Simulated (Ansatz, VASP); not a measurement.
# Re in VASP and in Ansatz

```xyz
1
Lattice="0.0000 1.9750 1.9750 1.9750 0.0000 1.9750 1.9750 1.9750 0.0000" Properties=species:S:1:pos:R:3 pbc="T T T"
Re    0.0000    0.0000    0.0000
```

Alike in both runs: task relaxation of cell and atoms; functional r2SCAN; k mesh 12 × 12 × 12; occupations fermi-dirac, width 0.05 eV; no spin polarisation.

```csv
,VASP,Ansatz
version,VASP 6.6.1,Ansatz 0.2.0
potentials or method,"VASP PAW PBE potentials, release 64 (Re)",Ansatz PAW
plane-wave cutoff (eV),600,500
valence electrons in the cell,7,15
```

|  | VASP | Ansatz | Ansatz less VASP |
| --- | --- | --- | --- |
| gap on the k mesh at the Fermi level, each at its own relaxed structure (eV) | none | none | - |
| relaxed volume (Å³/atom) | 14.75 | 14.75 | 0.000 |
| relaxed cell length with the largest relative difference (Å) | 2.753 | 2.753 | 0.0000 |

VASP's potentials were made for PBE, not for r2SCAN. A gap of «none» marks a metal or a gap that the smearing closes. VASP's potentials hold 7 valence electrons a cell and Ansatz's 15, so a difference there can come from the potentials and not from the codes.

Spin-orbit coupling is off throughout. Noted on Ansatz's run: the plane-wave basis is chosen anew once the cell has moved, so the energies of steps on either side of that aren't comparable.
